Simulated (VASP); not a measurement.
BaTiO3, 5 atoms in the cell. The structure is trigonal, space group R3m (No. 160). Conventional cell: a = 5.655 Å, b = 5.655 Å, c = 6.955 Å, α = 90.00°, β = 90.00°, γ = 120.00°. Within 3.7 Å of Ba (site symmetry 3m) lie 12 O at 2.79 to 2.89 Å and 8 Ti at 3.37 to 3.59 Å. Within 2.5 Å of Ti (site symmetry 3m) lie 6 O at 1.87 to 2.14 Å. Within 2.5 Å of O (site symmetry m) lie 2 Ti at 1.87 to 2.14 Å. 

```yaml
Program: VASP 6.6.1
Task: G0W0 quasiparticle levels
Functional: PBEsol
Potentials_or_basis: VASP PAW PBE potentials, release 64 (Ba_sv_GW, Ti_sv_GW, O_GW)
Cutoff: 500 eV
k_mesh: 4 × 4 × 4
Occupations: gaussian, width 0.01 eV
Spin: no spin polarisation
Dipole_correction: no
GW_scheme: G0W0
GW_iterations: 1
Cutoff_of_the_response_function: 100
Frequency_points: 48
Empty_bands: 145
Further_INCAR_settings: ALGO = EVGW0; EDIFF = 1e-08; NBANDS = 165
```

Potentials or basis: VASP PAW PBE potentials, release 64 (Ba_sv_GW, Ti_sv_GW, O_GW).

Command:

```console
$ cat potpaw_PBE.64/Ba_sv_GW/POTCAR potpaw_PBE.64/Ti_sv_GW/POTCAR potpaw_PBE.64/O_GW/POTCAR > POTCAR
$ cp INCAR.step1 INCAR
$ mpirun -np 1 vasp_std > vasp.out
$ cp INCAR.step2 INCAR
$ mpirun -np 1 vasp_std > vasp.out
$ cp INCAR.step3 INCAR
$ mpirun -np 1 vasp_std > vasp.out
```

Hardware: 1 thread of AMD EPYC 7R13, with other jobs on the host.

How long does it take, and how much memory?

Wall time 40 min on 1 thread of AMD EPYC 7R13, with other jobs on the host, peak memory 0.91 GiB. Counts: k points 13.
